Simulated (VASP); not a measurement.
# CaH8Cl2O4 in VASP: further runs

CaH8Cl2O4 is run at these levels: PBE+D3(BJ); tasks: single point.

All numbers are computed with VASP 6.6.1; they aren't measurements. Logs are shortened: lines on timing, memory, paths and dates and some standing lists are left out, and cuts for length are marked.

### 1 The cell of the first run

The cell holds a disordered packing, 15 atoms: a = 6.230 Å, b = 6.230 Å, c = 6.230 Å, α = 90.00°, β = 90.00°, γ = 90.00°.

### 2 Single point, PBE+D3(BJ)

Input file INCAR:

```
SYSTEM = CaH8Cl2O4
PREC = Accurate ; ENCUT = 520
EDIFF = 1E-7 ; ISMEAR = -1
SIGMA = 0.05 ; LREAL = Auto
LASPH = .True. ; NELM = 80
ALGO = Normal ; ISIF = 2
LWAVE = .False. ; LCHARG = .False.
GGA = PE ; IVDW = 12
NBANDS = 41
```

Input file KPOINTS:

```
regular mesh
0
Gamma
  1 1 1
  0 0 0
```

Input file POSCAR:

```
CaH8Cl2O4
1.0
    6.2299620000      0.0000000000      0.0000000000
    0.0000000000      6.2299620000      0.0000000000
    0.0000000000      0.0000000000      6.2299620000
O H Ca Cl
4 8 1 2
Direct
    0.5559344164      0.7954076555      0.2323940791
    0.8140890413      0.0687896785      0.6914909311
    0.0556979057      0.5001638773      0.3842298089
    0.6086059591      0.5677643239      0.6812661997
    0.7080581554      0.8407908735      0.2059748693
    0.4672573607      0.8962459611      0.1499951765
    0.8800914056      0.0252861613      0.8286379987
    0.8429749890      0.2216741699      0.6908074310
    0.0179361644      0.3868903451      0.2818103518
    0.0216071342      0.6381739165      0.3056104752
    0.6657260048      0.7094492196      0.7148590045
    0.5545059441      0.4978731512      0.8161192212
    0.4278998576      0.4901305698      0.3703123704
    0.0078334753      0.9075984505      1.1239535783
    0.3936747863      0.2844495462      1.0069887044
```

Potentials or basis: VASP PAW PBE potentials, release 64 (O, H, Ca_sv, Cl).

Started as:

```sh
$ cat potpaw_PBE.64/O/POTCAR potpaw_PBE.64/H/POTCAR potpaw_PBE.64/Ca_sv/POTCAR potpaw_PBE.64/Cl/POTCAR > POTCAR
$ mpirun -np 1 vasp_gam > vasp.out
```

OUTCAR:

```text
SYSTEM = CaH8Cl2O4
   PREC = Accurate
   ENCUT = 520
   EDIFF = 1E-7
   ISMEAR = -1
   LREAL = Auto
   LASPH = .True.
   NELM = 80
   ISIF = 2
   GGA = PE
   IVDW = 12
 IVDW          = 12

 ion  position               nearest neighbor table
   1  0.556  0.795  0.232-   6 0.98   5 1.00  13 2.23
   2  0.814  0.069  0.691-   8 0.97   7 0.99
   3  0.056  0.500  0.384-   9 0.98  10 1.01  13 2.32
   4  0.609  0.568  0.681-  11 0.97  12 1.00  13 2.29
   5  0.708  0.841  0.206-   1 1.00
   6  0.467  0.896  0.150-   1 0.98
   7  0.880  0.025  0.829-   2 0.99
   8  0.843  0.222  0.691-   2 0.97
   9  0.018  0.387  0.282-   3 0.98
  10  0.022  0.638  0.306-   3 1.01
  11  0.666  0.709  0.715-   4 0.97
  12  0.555  0.498  0.816-   4 1.00
  13  0.428  0.490  0.370-   1 2.23   4 2.29   3 2.32  15 2.61
  14  0.008  0.908  0.124-
  15  0.394  0.284  0.007-  13 2.61

  LATTYP: Found a simple cubic cell.
 ALAT       =     6.2299620000

  Lattice vectors:

 A1 = (   6.2299620000,   0.0000000000,   0.0000000000)
 A2 = (   0.0000000000,   6.2299620000,   0.0000000000)
 A3 = (   0.0000000000,   0.0000000000,   6.2299620000)

Analysis of symmetry for initial positions (statically):
=====================================================================
 Subroutine PRICEL returns:
 Original cell was already a primitive cell.

 Routine SETGRP: Setting up the symmetry group for a
 simple cubic supercell.

 Subroutine GETGRP returns: Found  1 space group operations
 (whereof  1 operations were pure point group operations)
 out of a pool of 48 trial point group operations.

The static configuration has the point symmetry C_1 .

Analysis of symmetry for dynamics (positions and initial velocities):
=====================================================================
 Subroutine PRICEL returns:
 Original cell was already a primitive cell.

 Routine SETGRP: Setting up the symmetry group for a
 simple cubic supercell.

 Subroutine GETGRP returns: Found  1 space group operations
 (whereof  1 operations were pure point group operations)
 out of a pool of 48 trial point group operations.

The dynamic configuration has the point symmetry C_1 .

 Subroutine INISYM returns: Found  1 space group operations
 (whereof  1 operations are pure point group operations),
 and found     1 'primitive' translations

----------------------------------------------------------------------------------------

                                     Primitive cell

  volume of cell :     241.7999

  direct lattice vectors                    reciprocal lattice vectors
     6.229962000  0.000000000  0.000000000     0.160514623  0.000000000  0.000000000
     0.000000000  6.229962000  0.000000000     0.000000000  0.160514623  0.000000000
     0.000000000  0.000000000  6.229962000     0.000000000  0.000000000  0.160514623

  length of vectors
     6.229962000  6.229962000  6.229962000     0.160514623  0.160514623  0.160514623

  position of ions in fractional coordinates (direct lattice)
     0.555934416  0.795407656  0.232394079
     0.814089041  0.068789679  0.691490931
     0.055697906  0.500163877  0.384229809
     0.608605959  0.567764324  0.681266200
     0.708058155  0.840790873  0.205974869
     0.467257361  0.896245961  0.149995176
     0.880091406  0.025286161  0.828637999
     0.842974989  0.221674170  0.690807431
     0.017936164  0.386890345  0.281810352
     0.021607134  0.638173917  0.305610475
     0.665726005  0.709449220  0.714859004
     0.554505944  0.497873151  0.816119221
     0.427899858  0.490130570  0.370312370
     0.007833475  0.907598450  0.123953578
     0.393674786  0.284449546  0.006988704

  ion indices of the primitive-cell ions
   primitive index   ion index
                 1           1
                 2           2
                 3           3
                 4           4
                 5           5
                 6           6
                 7           7
                 8           8
                 9           9
                10          10
                11          11
                12          12
                13          13
                14          14
                15          15

----------------------------------------------------------------------------------------

 KPOINTS: regular mesh

Automatic generation of k-mesh.
 Grid dimensions read from file:
 generate k-points for:    1    1    1

 Generating k-lattice:

  Cartesian coordinates                     Fractional coordinates (reciprocal lattice)
     0.160514623  0.000000000  0.000000000     1.000000000  0.000000000  0.000000000
     0.000000000  0.160514623  0.000000000     0.000000000  1.000000000  0.000000000
     0.000000000  0.000000000  0.160514623     0.000000000  0.000000000  1.000000000

  Length of vectors
     0.160514623  0.160514623  0.160514623

  Shift w.r.t. Gamma in fractional coordinates (k-lattice)
     0.000000000  0.000000000  0.000000000

 Subroutine IBZKPT returns following result:
 ===========================================

 Found      1 irreducible k-points:

 Following reciprocal coordinates:
            Coordinates               Weight
  0.000000  0.000000  0.000000      1.000000
   k-points           NKPTS =      1   k-points in BZ     NKDIM =      1   number of bands    NBANDS=     41
   number of dos      NEDOS =    301   number of ions     NIONS =     15
   total plane-waves  NPLWV = 110592
   dimension x,y,z NGX =    48 NGY =   48 NGZ =   48
   dimension x,y,z NGXF=    96 NGYF=   96 NGZF=   96
   ions per type =               4   8   1   2
   NGX,Y,Z   is equivalent  to a cutoff of  12.81, 12.81, 12.81 a.u.
   NGXF,Y,Z  is equivalent  to a cutoff of  25.62, 25.62, 25.62 a.u.
 SYSTEM =  CaH8Cl2O4
   PREC   = accura    normal or accurate (medium, high low for compatibility)
   ISTART =      0    job   : 0-new  1-cont  2-samecut
   ICHARG =      2    charge: 1-file 2-atom 10-const
   ISPIN  =      1    spin polarized calculation?
   LNONCOLLINEAR =      F non collinear calculations
   LSORBIT =      F    spin-orbit coupling
   LASPH  =      T    aspherical Exc in radial PAW
   ENCUT  =  520.0 eV  38.22 Ry    6.18 a.u.  11.58 11.58 11.58*2*pi/ulx,y,z
   NELM   =     80;   NELMIN=  2; NELMDL= -5     # of ELM steps
   EDIFF  = 0.1E-06   stopping-criterion for ELM
   LREAL  =      T    real-space projection
   EDIFFG = 0.1E-05   stopping-criterion for IOM
   NSW    =      0    number of steps for IOM
   IBRION =     -1    ionic relax: 0-MD 1-quasi-New 2-CG
   NFREE  =      0    steps in history (QN), initial steepest desc. (CG)
   ISIF   =      2    stress and relaxation
   ISYM   =      2    0-nonsym 1-usesym 2-fastsym
   POTIM  = 0.5000    time-step for ionic-motion
   TEBEG  =    0.0;   TEEND  =   0.0 temperature during run
   PSTRESS=    0.0 pullay stress
   NELECT =      56.0000    total number of electrons
   NUPDOWN=      -1.0000    fix difference up-down
   EMIN   =  10.00;   EMAX   =-10.00  energy-range for DOS
   EFERMI =   0.00;   METHOD = LEGACY
   ISMEAR =    -1;   SIGMA  =   0.05  broadening in eV -4-tet -1-fermi 0-gaus
   EFERMI_NEDOS =   21; number of points for ismear=-14 and -15
   IALGO  =     38    algorithm
   IMIX   =      4    mixing-type and parameters
     AMIX     =   0.40;   BMIX     =  1.00
     AMIX_MAG =   1.60;   BMIX_MAG =  1.00
  volume/ion in A,a.u.               =      16.12       108.78
  Fermi-wavevector in a.u.,A,eV,Ry     =   1.005353  1.899843 13.751892  1.010736
  Thomas-Fermi vector in A             =   2.138027
   LORBIT       =      0    0 simple, 1 ext, 2 COOP (PROOUT), +10 PAW based schemes
   GGA     = PE    functional components
   LHFCALC =     F    Hartree Fock is set to
   AEXX    =    0.0000 exact exchange contribution
   IVDW    =    12    specifies the selected vdW correction
   LEPSILON=     F    determine dielectric tensor
   LRPA    =     F    only Hartree local field effects (RPA)
 non-spin polarized calculation
  energy-cutoff  :      520.00
  volume of cell :      241.80
 maximum number of plane-waves:      3310
 NGX is ok and might be reduce to    48
   NGX = 23   NGY = 23   NGZ = 23

 number of electron      55.9999989 magnetization

 Free energy of the ion-electron system (eV)
  ---------------------------------------------------
  ext. energy  EPLUGINS =         0.00000000
  ---------------------------------------------------
  free energy    TOTEN  =       -70.05091158 eV

  energy without entropy =      -70.05091158  energy(sigma->0) =      -70.05091158

 E-fermi :  -1.2145     XC(G=0):  -6.5812

 val. band max:       -2.4597889691   @ k =   0.0000   0.0000   0.0000
 cond. band min:       1.5062803252   @ k =   0.0000   0.0000   0.0000
 fundamental gap:      3.9660692942
 Fermi energy:        -1.2144656036

 k-point     1 :       0.0000    0.0000    0.0000
  band No.  band energies     occupation
      1     -41.5884      2.00000
      2     -23.0621      2.00000
      3     -22.9494      2.00000
      4     -22.8088      2.00000
      5     -22.0565      2.00000
      6     -21.7710      2.00000
      7     -21.6132      2.00000
      8     -20.8019      2.00000
      9     -15.0018      2.00000
     10     -14.5725      2.00000
     11     -10.2226      2.00000
     12      -9.9192      2.00000
     13      -9.7852      2.00000
     14      -8.4807      2.00000
     15      -7.0676      2.00000
     16      -6.9177      2.00000
     17      -6.8031      2.00000
     18      -5.2871      2.00000
     19      -4.9183      2.00000
     20      -4.5849      2.00000
     21      -4.4336      2.00000
     22      -3.5877      2.00000
     23      -3.4843      2.00000
     24      -3.2434      2.00000
     25      -2.8574      2.00000
     26      -2.6448      2.00000
     27      -2.5570      2.00000
     28      -2.4598      2.00000
     29       1.5063      0.00000
     30       3.2336      0.00000
     31       3.4380      0.00000
     32       3.6461      0.00000
     33       3.7017      0.00000
     34       4.2021      0.00000
     35       4.5773      0.00000
     36       5.2251      0.00000
     37       5.9414      0.00000
     38       6.0890      0.00000
     39       6.6106      0.00000
     40       6.7662      0.00000
 [bands above 40 left out]

------------------------ aborting loop because EDIFF is reached ----------------------------------------

 Edisp (eV)   -0.82018

 E8    (eV) :    -0.2477

  FORCE on cell =-STRESS in cart. coord.  units (eV):
  Direction    XX          YY          ZZ          XY          YZ          ZX
  --------------------------------------------------------------------------------------
  -------------------------------------------------------------------------------------
  Total       1.88762    -1.60038    -0.44972     0.18042     0.06904    -0.41952
  in kB      12.50742   -10.60416    -2.97986     1.19546     0.45749    -2.77974
  external pressure =       -0.36 kB  Pullay stress =        0.00 kB

 VOLUME and BASIS-vectors are now :
 -----------------------------------------------------------------------------
  energy-cutoff  :      520.00
  volume of cell :      241.80
      direct lattice vectors                 reciprocal lattice vectors
     6.229962000  0.000000000  0.000000000     0.160514623  0.000000000  0.000000000
     0.000000000  6.229962000  0.000000000     0.000000000  0.160514623  0.000000000
     0.000000000  0.000000000  6.229962000     0.000000000  0.000000000  0.160514623

 POSITION                                       TOTAL-FORCE (eV/Angst)
 -----------------------------------------------------------------------------------
      3.46345      4.95536      1.44781        -0.124104      0.028057     -0.001593
      5.07174      0.42856      4.30796         0.024326     -0.091139      0.027906
      0.34700      3.11600      2.39374        -0.019644     -0.026274     -0.160699
      3.79159      3.53715      4.24426        -0.129857     -0.172179      0.204354
      4.41118      5.23810      1.28322         0.082621      0.031359      0.030831
      2.91100      5.58358      0.93446         0.001313      0.069700      0.038747
      5.48294      0.15753      5.16238         0.037172     -0.169896      0.069785
      5.25170      1.38102      4.30370        -0.055108      0.208258     -0.159991
      0.11174      2.41031      1.75567        -0.011665     -0.099298      0.036775
      0.13461      3.97580      1.90394        -0.022252      0.059065      0.002294
      4.14745      4.41984      4.45354         0.066248      0.136119      0.013420
      3.45455      3.10173      5.08439         0.069053      0.054120     -0.117426
      2.66580      3.05349      2.30703        -0.048033      0.004135     -0.056558
      0.04880      5.65430      0.77223        -0.008066     -0.003247     -0.063164
      2.45258      1.77211      0.04354         0.137996     -0.028781      0.135318
 -----------------------------------------------------------------------------------
    total drift:                               -0.000387     -0.008634     -0.003335

  FREE ENERGIE OF THE ION-ELECTRON SYSTEM (eV)
  ---------------------------------------------------
  free  energy   TOTEN  =       -70.8710878274 eV

  energy  without entropy=      -70.8710878274  energy(sigma->0) =      -70.87108783
```

Run time: 27 s. Hardware: 1 thread of Intel Xeon 8259CL, shared host; peak memory 0.32 GiB.

What came out:

| Property | Result |
| --- | --- |
| Free energy | -70.8711 eV |
| Pressure | 0.0 GPa |
| Largest force | 0.297 eV/Å |
| Dispersion energy per atom | -0.055 eV |

Forces in eV/Å, atoms in the order of the input:
```
O   -0.124  0.028 -0.002
O    0.024 -0.091  0.028
O   -0.020 -0.026 -0.161
O   -0.130 -0.172  0.204
H    0.083  0.031  0.031
H    0.001  0.070  0.039
H    0.037 -0.170  0.070
H   -0.055  0.208 -0.160
H   -0.012 -0.099  0.037
H   -0.022  0.059  0.002
H    0.066  0.136  0.013
H    0.069  0.054 -0.117
Ca  -0.048  0.004 -0.057
Cl  -0.008 -0.003 -0.063
Cl   0.138 -0.029  0.135
```

Stress tensor (GPa, compression positive):
```
 1.25  0.12 -0.28
 0.12 -1.06  0.05
-0.28  0.05 -0.30
```

Caveat: the k points lie up to 1.01 Å⁻¹ apart, too coarse for converged energies, forces and pressures.

### 3 Single point, PBE+D3(BJ)

Input file INCAR:

```
SYSTEM = CaH8Cl2O4
  PREC = Accurate
  ENCUT = 520
  EDIFF = 1E-6
  ISMEAR = -1
  SIGMA = 0.05
  LREAL = Auto
  LASPH = .TRUE.
  NELM = 80
  ALGO = Normal
  ISIF = 2
  LWAVE = .FALSE.
  LCHARG = .FALSE.
  GGA = PE
  IVDW = 12
  NBANDS = 41
```

Input file KPOINTS:

```
Automatic mesh
0
G
  1 1 1
  0 0 0
```

Input file POSCAR:

```
CaH8Cl2O4
1.0
    6.2299620000      0.0000000000      0.0000000000
    0.0000000000      6.2299620000      0.0000000000
    0.0000000000      0.0000000000      6.2299620000
O H Ca Cl
4 8 1 2
Direct
    0.4955567947      0.8602139146      0.2585087999
    0.7303575848     -0.0157143816      0.6935515819
    0.0678334796      0.4200346647      0.3421850727
    0.5364559206      0.6255254847      0.6662801475
    0.6444822617      0.8876779666      0.2268874192
    0.4019286153      0.9640026697      0.1850252056
    0.8359280522     -0.0588446607      0.8136807255
    0.6288641889      0.0710437720      0.7776933471
    0.0268059420      0.2769037757      0.2953629573
    0.0229856940      0.5220738104      0.2273208087
    0.6135029395      0.7898603555      0.6778372003
    0.5247865075      0.5608380918      0.8101333523
    0.4444649903      0.5218169870      0.3501144951
   -0.0065971510      0.8162650109      1.0786903676
    0.4258613455      0.2860691606      0.9837299168
```

Potentials or basis: VASP PAW PBE potentials, release 64 (O, H, Ca_sv, Cl).

Started as:

```sh
$ cat potpaw_PBE.64/O/POTCAR potpaw_PBE.64/H/POTCAR potpaw_PBE.64/Ca_sv/POTCAR potpaw_PBE.64/Cl/POTCAR > POTCAR
$ mpirun -np 1 vasp_gam > vasp.out
```

Run time: 29 s. Hardware: 1 thread of Intel Xeon 8259CL, shared host; peak memory 0.32 GiB.

It converged, with:

```
Free energy                : -71.0332 eV
Pressure                   : -0.3 GPa
Largest force              : 1.676 eV/Å
Dispersion energy per atom : -0.055 eV
```

Forces in eV/Å, atoms in the order of the input:
```
O   -0.803  0.046  0.218
O    0.538 -0.478  1.010
O    0.196 -0.046  0.264
O    0.658  1.490  0.394
H    0.873  0.520 -0.397
H    0.370 -0.022 -0.184
H   -0.332  0.101 -0.783
H   -0.209  0.496  0.033
H    0.072 -0.147 -0.099
H   -0.122  0.195 -0.102
H   -0.379 -1.420 -0.019
H   -0.008 -0.053 -0.316
Ca  -0.736 -0.518 -0.313
Cl  -0.281  0.017 -0.065
Cl   0.163 -0.180  0.360
```

Stress tensor (GPa, compression positive):
```
-0.59 -0.05 -0.56
-0.05 -0.26 -0.38
-0.56 -0.38 -0.02
```

Levels at points of the mesh, in eV from the Fermi level:
```
           k point  band 24  band 25  band 26  band 27  band 28  band 29  band 30  band 31  band 32  band 33
(0.00, 0.00, 0.00)    -2.05    -1.82    -1.61    -1.39    -1.35     2.85     4.70     4.79     5.13     5.28
```

Caveat: the k points lie up to 1.01 Å⁻¹ apart, too coarse for converged energies, forces and pressures; the atoms stand as in a frame of molecular dynamics.
